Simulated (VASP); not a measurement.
# Si16Ge (a cell with a defect) in VASP: single point with PBE+D3(BJ)

Aim: the single point of Si16Ge (a cell with a defect) with PBE+D3(BJ).

Everything below comes from runs of VASP 6.6.1. Logs are shortened: lines on timing, memory, paths and dates and some standing lists are left out, and cuts for length are marked.

### 1 The cell of the first run

The cell holds a defect, 17 atoms: a = 7.679 Å, b = 7.679 Å, c = 7.679 Å, α = 60.00°, β = 60.00°, γ = 60.00°.

### 2 Single point, PBE+D3(BJ)

Input file INCAR:

```
SYSTEM = Si16Ge
PREC = Accurate ; ENCUT = 520
EDIFF = 1E-6 ; ISMEAR = 0
SIGMA = 0.02 ; LREAL = Auto
LASPH = .True. ; NELM = 60
ALGO = Normal ; ISIF = 2
LWAVE = .False. ; LCHARG = .True.
GGA = PE ; IVDW = 12
LELF = .True. ; LVHAR = .True.
NBANDS = 53
```

Input file KPOINTS:

```
Automatic mesh
0
Gamma
  2 2 2
  0 0 0
```

Input file POSCAR:

```
Si16Ge
1.0
    0.0000000000      5.4300000000      5.4300000000
    5.4300000000      0.0000000000      5.4300000000
    5.4300000000      5.4300000000      0.0000000000
Si Ge
16 1
Direct
   -0.0237952118     -0.0245147330      0.0735764273
    0.1271020258      0.1270578269      0.1396992634
    0.0128149171      0.0100046041      0.5118403315
    0.1024375691      0.1022605893      0.6937959484
    0.0166948435      0.4977685083     -0.0117034991
    0.1272352670      0.6069229282      0.1392744936
    0.0132279926      0.4659596685      0.5113629834
    0.1603131676      0.6117347145      0.6165558932
    0.4976581952      0.0187403315     -0.0143276243
    0.6081668508      0.1278333333      0.1368001842
    0.4645758748      0.0139740331      0.5085329650
    0.6116269797      0.1598396869      0.6135671271
    0.4976872007      0.4984842541     -0.0144529466
    0.6486692449      0.6502103131      0.0514515654
    0.5224401473      0.5234909761      0.4312405157
    0.6120130755      0.6156036832      0.6134084715
    0.8123976059      0.8128662983      0.5626462247
```

Potentials or basis: VASP PAW PBE potentials, release 64 (Si, Ge_d).

On the command line:

```
$ cat potpaw_PBE.64/Si/POTCAR potpaw_PBE.64/Ge_d/POTCAR > POTCAR
$ mpirun -np 1 vasp_std > vasp.out
```

OUTCAR:

```text
SYSTEM = Si16Ge
   PREC = Accurate
   ENCUT = 520
   EDIFF = 1E-6
   ISMEAR = 0
   LREAL = Auto
   LASPH = .True.
   NELM = 60
   ISIF = 2
   GGA = PE
   IVDW = 12
 IVDW          = 12

 ion  position               nearest neighbor table
   1  0.976  0.975  0.074-  10 2.34   2 2.34   6 2.34   4 2.38
   2  0.127  0.127  0.140-   5 2.33   9 2.33   3 2.34   1 2.34
   3  0.013  0.010  0.512-   4 2.32   2 2.34  17 2.44   8 2.50  12 2.52
   4  0.102  0.102  0.694-  11 2.31   7 2.32   3 2.32   1 2.38
   5  0.017  0.498  0.988-   6 2.33   2 2.33   8 2.33  14 2.34
   6  0.127  0.607  0.139-   5 2.33  13 2.33   7 2.34   1 2.34
   7  0.013  0.466  0.511-   4 2.32   6 2.34  17 2.44   8 2.50  16 2.52
   8  0.160  0.612  0.617-  15 2.31   5 2.33  17 2.46   7 2.50   3 2.50
   9  0.498  0.019  0.986-  10 2.33   2 2.33  12 2.34  14 2.34
  10  0.608  0.128  0.137-  13 2.33   9 2.33  11 2.33   1 2.34
  11  0.465  0.014  0.509-   4 2.31  10 2.33  17 2.46  12 2.50  16 2.50
  12  0.612  0.160  0.614-  15 2.32   9 2.34  17 2.44  11 2.50   3 2.52
  13  0.498  0.498  0.986-  10 2.33   6 2.33  16 2.34  14 2.34
  14  0.649  0.650  0.051-   5 2.34   9 2.34  13 2.34  15 2.38
  15  0.522  0.523  0.431-   8 2.31  12 2.32  16 2.32  14 2.38
  16  0.612  0.616  0.613-  15 2.32  13 2.34  17 2.44  11 2.50   7 2.52
  17  0.812  0.813  0.563-   3 2.44  16 2.44  12 2.44   7 2.44   8 2.46  11 2.46

  LATTYP: Found a face centered cubic cell.
 ALAT       =    10.8600000000

  Lattice vectors:

 A1 = (   0.0000000000,   5.4300000000,   5.4300000000)
 A2 = (   5.4300000000,   0.0000000000,   5.4300000000)
 A3 = (   5.4300000000,   5.4300000000,   0.0000000000)

Analysis of symmetry for initial positions (statically):
=====================================================================
 Subroutine PRICEL returns:
 Original cell was already a primitive cell.

 Routine SETGRP: Setting up the symmetry group for a
 face centered cubic supercell.

 Subroutine GETGRP returns: Found  1 space group operations
 (whereof  1 operations were pure point group operations)
 out of a pool of 48 trial point group operations.

The static configuration has the point symmetry C_1 .

Analysis of symmetry for dynamics (positions and initial velocities):
=====================================================================
 Subroutine PRICEL returns:
 Original cell was already a primitive cell.

 Routine SETGRP: Setting up the symmetry group for a
 face centered cubic supercell.

 Subroutine GETGRP returns: Found  1 space group operations
 (whereof  1 operations were pure point group operations)
 out of a pool of 48 trial point group operations.

The dynamic configuration has the point symmetry C_1 .

 Subroutine INISYM returns: Found  1 space group operations
 (whereof  1 operations are pure point group operations),
 and found     1 'primitive' translations

----------------------------------------------------------------------------------------

                                     Primitive cell

  volume of cell :     320.2060

  direct lattice vectors                    reciprocal lattice vectors
     0.000000000  5.430000000  5.430000000    -0.092081031  0.092081031  0.092081031
     5.430000000  0.000000000  5.430000000     0.092081031 -0.092081031  0.092081031
     5.430000000  5.430000000  0.000000000     0.092081031  0.092081031 -0.092081031

  length of vectors
     7.679179644  7.679179644  7.679179644     0.159489025  0.159489025  0.159489025

  position of ions in fractional coordinates (direct lattice)
     0.976204788  0.975485267  0.073576427
     0.127102026  0.127057827  0.139699263
     0.012814917  0.010004604  0.511840331
     0.102437569  0.102260589  0.693795948
     0.016694843  0.497768508  0.988296501
     0.127235267  0.606922928  0.139274494
[... 9 lines left out ...]
     0.612013076  0.615603683  0.613408472
     0.812397606  0.812866298  0.562646225

  ion indices of the primitive-cell ions
   primitive index   ion index
                 1           1
                 2           2
                 3           3
                 4           4
                 5           5
                 6           6
[... 9 lines left out ...]
                16          16
                17          17

----------------------------------------------------------------------------------------

 KPOINTS: Automatic mesh

Automatic generation of k-mesh.
 Grid dimensions read from file:
 generate k-points for:    2    2    2

 Generating k-lattice:

  Cartesian coordinates                     Fractional coordinates (reciprocal lattice)
    -0.046040516  0.046040516  0.046040516     0.500000000  0.000000000  0.000000000
     0.046040516 -0.046040516  0.046040516     0.000000000  0.500000000  0.000000000
     0.046040516  0.046040516 -0.046040516     0.000000000  0.000000000  0.500000000

  Length of vectors
     0.079744512  0.079744512  0.079744512

  Shift w.r.t. Gamma in fractional coordinates (k-lattice)
     0.000000000  0.000000000  0.000000000

 Subroutine IBZKPT returns following result:
 ===========================================

 Found      8 irreducible k-points:

 Following reciprocal coordinates:
            Coordinates               Weight
  0.000000  0.000000  0.000000      1.000000
  0.500000  0.000000  0.000000      1.000000
  0.000000  0.500000  0.000000      1.000000
  0.000000  0.000000  0.500000      1.000000
  0.500000  0.500000  0.500000      1.000000
  0.500000  0.500000  0.000000      1.000000
  0.000000  0.500000  0.500000      1.000000
  0.500000  0.000000  0.500000      1.000000
   k-points           NKPTS =      8   k-points in BZ     NKDIM =      8   number of bands    NBANDS=     53
   number of dos      NEDOS =    301   number of ions     NIONS =     17
   total plane-waves  NPLWV = 216000
   dimension x,y,z NGX =    60 NGY =   60 NGZ =   60
   dimension x,y,z NGXF=   120 NGYF=  120 NGZF=  120
   ions per type =              16   1
   NGX,Y,Z   is equivalent  to a cutoff of  12.99, 12.99, 12.99 a.u.
   NGXF,Y,Z  is equivalent  to a cutoff of  25.98, 25.98, 25.98 a.u.
 SYSTEM =  Si16Ge
   PREC   = accura    normal or accurate (medium, high low for compatibility)
   ISTART =      0    job   : 0-new  1-cont  2-samecut
   ICHARG =      2    charge: 1-file 2-atom 10-const
   ISPIN  =      1    spin polarized calculation?
   LNONCOLLINEAR =      F non collinear calculations
   LSORBIT =      F    spin-orbit coupling
   LASPH  =      T    aspherical Exc in radial PAW
   ENCUT  =  520.0 eV  38.22 Ry    6.18 a.u.  14.28 14.28 14.28*2*pi/ulx,y,z
   NELM   =     60;   NELMIN=  2; NELMDL= -5     # of ELM steps
   EDIFF  = 0.1E-05   stopping-criterion for ELM
   LREAL  =      T    real-space projection
   EDIFFG = 0.1E-04   stopping-criterion for IOM
   NSW    =      0    number of steps for IOM
   IBRION =     -1    ionic relax: 0-MD 1-quasi-New 2-CG
   NFREE  =      0    steps in history (QN), initial steepest desc. (CG)
   ISIF   =      2    stress and relaxation
   ISYM   =      2    0-nonsym 1-usesym 2-fastsym
   POTIM  = 0.5000    time-step for ionic-motion
   TEBEG  =    0.0;   TEEND  =   0.0 temperature during run
   PSTRESS=    0.0 pullay stress
   NELECT =      78.0000    total number of electrons
   NUPDOWN=      -1.0000    fix difference up-down
   EMIN   =  10.00;   EMAX   =-10.00  energy-range for DOS
   EFERMI =   0.00;   METHOD = LEGACY
   ISMEAR =     0;   SIGMA  =   0.02  broadening in eV -4-tet -1-fermi 0-gaus
   EFERMI_NEDOS =   21; number of points for ismear=-14 and -15
   IALGO  =     38    algorithm
   IMIX   =      4    mixing-type and parameters
     AMIX     =   0.40;   BMIX     =  1.00
     AMIX_MAG =   1.60;   BMIX_MAG =  1.00
  volume/ion in A,a.u.               =      18.84       127.11
  Fermi-wavevector in a.u.,A,eV,Ry     =   1.022421  1.932096 14.222785  1.045345
  Thomas-Fermi vector in A             =   2.156100
   LORBIT       =      0    0 simple, 1 ext, 2 COOP (PROOUT), +10 PAW based schemes
   GGA     = PE    functional components
   LHFCALC =     F    Hartree Fock is set to
   AEXX    =    0.0000 exact exchange contribution
   IVDW    =    12    specifies the selected vdW correction
   LEPSILON=     F    determine dielectric tensor
   LRPA    =     F    only Hartree local field effects (RPA)
 non-spin polarized calculation
 Gauss-broadening in eV      SIGMA  =   0.02
  energy-cutoff  :      520.00
  volume of cell :      320.21
 maximum number of plane-waves:      8646
 NGX is ok and might be reduce to    60
   NGX = 29   NGY = 29   NGZ = 29

 number of electron      77.9999999 magnetization

 Free energy of the ion-electron system (eV)
  ---------------------------------------------------
  ext. energy  EPLUGINS =         0.00000000
  ---------------------------------------------------
  free energy    TOTEN  =       -86.35429615 eV

  energy without entropy =      -86.35429192  energy(sigma->0) =      -86.35429403

 E-fermi :   6.6257     XC(G=0):  -9.7735

 val. band max:        6.5747393251   @ k =   0.0000   0.0000   0.5000
 cond. band min:       6.6767502492   @ k =   0.0000   0.0000   0.0000
 fundamental gap:      0.1020109241
 Fermi energy:         6.6257447858

 k-point     1 :       0.0000    0.0000    0.0000
  band No.  band energies     occupation
      1     -17.9164      2.00000
      2     -17.9139      2.00000
      3     -17.7861      2.00000
      4     -17.7850      2.00000
      5     -17.7798      2.00000
      6      -6.3391      2.00000
[... 43 lines left out ...]
     50       8.6126      0.00000
     51       8.8291      0.00000

 k-point     2 :       0.5000    0.0000    0.0000
  band No.  band energies     occupation
      1     -17.9164      2.00000
      2     -17.9139      2.00000
      3     -17.7861      2.00000
      4     -17.7850      2.00000
      5     -17.7798      2.00000
      6      -5.9078      2.00000
[... 43 lines left out ...]
     50       9.7421      0.00000
     51      10.1181      0.00000

 k-point     3 :       0.0000    0.5000    0.0000
  band No.  band energies     occupation
      1     -17.9165      2.00000
      2     -17.9139      2.00000
      3     -17.7861      2.00000
      4     -17.7850      2.00000
      5     -17.7798      2.00000
      6      -5.9129      2.00000
[... 43 lines left out ...]
     50       9.7435      0.00000
     51      10.0940      0.00000

 k-point     4 :       0.0000    0.0000    0.5000
  band No.  band energies     occupation
      1     -17.9165      2.00000
      2     -17.9139      2.00000
      3     -17.7861      2.00000
      4     -17.7850      2.00000
      5     -17.7798      2.00000
      6      -5.9885      2.00000
[... 43 lines left out ...]
     50       9.8418      0.00000
     51      10.0655      0.00000

 k-point     5 :       0.5000    0.5000    0.5000
  band No.  band energies     occupation
      1     -17.9165      2.00000
      2     -17.9139      2.00000
      3     -17.7861      2.00000
      4     -17.7850      2.00000
      5     -17.7798      2.00000
      6      -5.9135      2.00000
[... 43 lines left out ...]
     50       9.7432      0.00000
     51      10.0912      0.00000

 k-point     6 :       0.5000    0.5000    0.0000
  band No.  band energies     occupation
      1     -17.9164      2.00000
      2     -17.9139      2.00000
      3     -17.7861      2.00000
      4     -17.7850      2.00000
      5     -17.7798      2.00000
      6      -5.8035      2.00000
[... 43 lines left out ...]
     50      10.3871      0.00000
     51      10.4187      0.00000

 k-point     7 :       0.0000    0.5000    0.5000
  band No.  band energies     occupation
      1     -17.9164      2.00000
      2     -17.9139      2.00000
      3     -17.7861      2.00000
      4     -17.7850      2.00000
      5     -17.7798      2.00000
      6      -5.8029      2.00000
[... 43 lines left out ...]
     50      10.3881      0.00000
     51      10.4192      0.00000

 k-point     8 :       0.5000    0.0000    0.5000
  band No.  band energies     occupation
      1     -17.9164      2.00000
      2     -17.9139      2.00000
      3     -17.7861      2.00000
      4     -17.7850      2.00000
      5     -17.7798      2.00000
      6      -5.7977      2.00000
[... 43 lines left out ...]
     50      10.3920      0.00000
     51      10.4228      0.00000
 [bands above 51 left out]

------------------------ aborting loop because EDIFF is reached ----------------------------------------

 Edisp (eV)   -5.66664

 E8    (eV) :    -2.3545

  FORCE on cell =-STRESS in cart. coord.  units (eV):
  Direction    XX          YY          ZZ          XY          YZ          ZX
  --------------------------------------------------------------------------------------
  -------------------------------------------------------------------------------------
  Total       5.14340     4.66403     5.19981    -1.21645     1.24210     1.44789
  in kB      25.73541    23.33684    26.01769    -6.08659     6.21494     7.24462
  external pressure =       25.03 kB  Pullay stress =        0.00 kB

 VOLUME and BASIS-vectors are now :
 -----------------------------------------------------------------------------
  energy-cutoff  :      520.00
  volume of cell :      320.21
      direct lattice vectors                 reciprocal lattice vectors
     0.000000000  5.430000000  5.430000000    -0.092081031  0.092081031  0.092081031
     5.430000000  0.000000000  5.430000000     0.092081031 -0.092081031  0.092081031
     5.430000000  5.430000000  0.000000000     0.092081031  0.092081031 -0.092081031

 POSITION                                       TOTAL-FORCE (eV/Angst)
 -----------------------------------------------------------------------------------
      5.69641      5.70031     10.59768        -0.001737      0.009379     -0.000388
      1.44849      1.44873      1.38009         0.004211      0.014063      0.029998
      2.83362      2.84888      0.12391         0.034490     -0.061161      0.020637
      4.32259      4.32355      1.11151         0.020788     -0.024818     -0.021802
      8.06933      5.45710      2.79354        -0.017244      0.052373      0.012080
      4.05185      1.44715      3.98648        -0.022598      0.012115     -0.005550
[... 9 lines left out ...]
      6.67354      6.65404      6.66596        -0.036258      0.059018     -0.013640
      7.46903      7.46649      8.82518        -0.005519     -0.000675     -0.005141
 -----------------------------------------------------------------------------------
    total drift:                               -0.000427      0.004651     -0.002866

  FREE ENERGIE OF THE ION-ELECTRON SYSTEM (eV)
  ---------------------------------------------------
  free  energy   TOTEN  =       -92.0209375804 eV

  energy  without entropy=      -92.0209333557  energy(sigma->0) =      -92.02093547
```

It took 8 min on 1 thread of Intel Xeon 8259CL, shared host; peak memory 0.5 GiB.

Results:

```yaml
Free_energy: -92.0209 eV
Pressure: 2.5 GPa
Largest_force: 0.098 eV/Å
Band_gap_on_the_k_mesh: 0.10 eV
Dispersion_energy_per_atom: -0.333 eV
```

Forces on the atoms (eV/Å):
```
Si  -0.002  0.009  0.000
Si   0.004  0.014  0.030
Si   0.034 -0.061  0.021
Si   0.021 -0.025 -0.022
Si  -0.017  0.052  0.012
Si  -0.023  0.012 -0.006
Si  -0.005 -0.066 -0.039
Si   0.046 -0.074 -0.040
Si   0.032 -0.015  0.004
Si   0.013 -0.052 -0.016
Si  -0.050  0.076  0.036
Si   0.010  0.071  0.036
Si  -0.006 -0.012 -0.018
Si   0.000 -0.010 -0.005
Si  -0.018  0.023  0.026
Si  -0.036  0.059 -0.014
Ge  -0.006 -0.001 -0.005
```

Caveat: the k points lie up to 0.50 Å⁻¹ apart; semilocal functionals underestimate gaps, and a narrow one can read as zero.
